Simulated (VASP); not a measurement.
Here is a VASP 6.6.1 calculation.

File INCAR:

```
PREC = Accurate ; ENCUT = 520
EDIFF = 1E-8 ; ISMEAR = -1
SIGMA = 0.08 ; LREAL = F
LASPH = T ; NELM = 80
ALGO = Normal ; ISIF = 2
LWAVE = F ; LCHARG = F
GGA = PS ; LEFG = T
NBANDS = 11
```

Contents of KPOINTS:

```
regular mesh
0
Gamma
  20 20 20
```

File POSCAR:

```
C
1.0
    0.0000000000      1.7834000000      1.7834000000
    1.7834000000      0.0000000000      1.7834000000
    1.7834000000      1.7834000000      0.0000000000
C
2
Direct
    0.5000000000      0.5000000000      0.5000000000
    0.7500000000      0.7500000000      0.7500000000
```

Potentials or basis: VASP PAW PBE potentials, release 64 (C).

Launch:

```bash
$ cat potpaw_PBE.64/C/POTCAR > POTCAR
$ mpirun -np 1 vasp_std > vasp.out
```

(1) Predict the pressure.

(2) Predict the band gap on the k mesh.

Answers

(1) -3.8 GPa.

(2) 4.01 eV (least direct gap 5.54 eV).

Caveat: the cell stands under tension; the PAW data sets were made with another functional, which shifts forces and pressure a little.
